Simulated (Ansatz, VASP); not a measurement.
## LiF in VASP and in Ansatz

File INCAR:

```
SYSTEM = LiF
ALGO = Normal
EDIFF = 1E-7
ENCUT = 520
GGA = PS
ISIF = 2
ISMEAR = 0
LASPH = .TRUE.
LCHARG = .FALSE.
LREAL = .FALSE.
LWAVE = .FALSE.
NBANDS = 12
NELM = 80
PREC = Accurate
SIGMA = 0.02
```

The input KPOINTS:

```
k-points
0
G
  10 10 10
  0 0 0
```

POSCAR

```
LiF
1.0
    0.0000000000      2.1046904200      2.1046904200
    2.1046904200      0.0000000000      2.1046904200
    2.1046904200      2.1046904200      0.0000000000
Li F
1 1
Direct
    0.0000000000      0.0000000000      0.0000000000
    0.5000000000      0.5000000000      0.5000000000
```

Input for Ansatz:

```yaml
crystal:
  lattice:
    - [0.0, 2.10469042, 2.10469042]
    - [2.10469042, 0.0, 2.10469042]
    - [2.10469042, 2.10469042, 0.0]
  atoms:
    - { symbol: Li, position: [0.0, 0.0, 0.0] }
    - { symbol: F, position: [0.5, 0.5, 0.5] }
basis:
  ecutwfc: 420
kpoints:
  mp_grid: { grid: [10, 10, 10] }
hamiltonian:
  xc: pbesol
scf:
  occupations: { method: gaussian, width: 0.02 }
output:
  forces: true
  stress: true
  eigenvalues: true
  populations: true
```

Alike in both runs: task single point; functional PBEsol; k mesh 10 × 10 × 10; occupations gaussian, width 0.02 eV; no spin polarisation.

```csv
,VASP,Ansatz
version,VASP 6.6.1,Ansatz 0.2.0
potentials or method,"VASP PAW PBE potentials, release 64 (Li_sv, F), cutoff 520 eV","scalar-relativistic, plane waves, PAW"
valence electrons in the cell,10,10
```

|  | VASP | Ansatz | Ansatz less VASP |
| --- | --- | --- | --- |
| gap on the k mesh at the Fermi level (eV) | 7.85 | 7.85 | +0.001 |
| least direct gap on the mesh (eV) | 7.85 | 7.85 | +0.001 |

VASP's potentials were made for PBE, not for PBEsol. The functional is the same, so the differences come from potentials, cutoffs and numerics.

Noted on VASP's run: the cutoff is short for stress, so the pressure is rough.
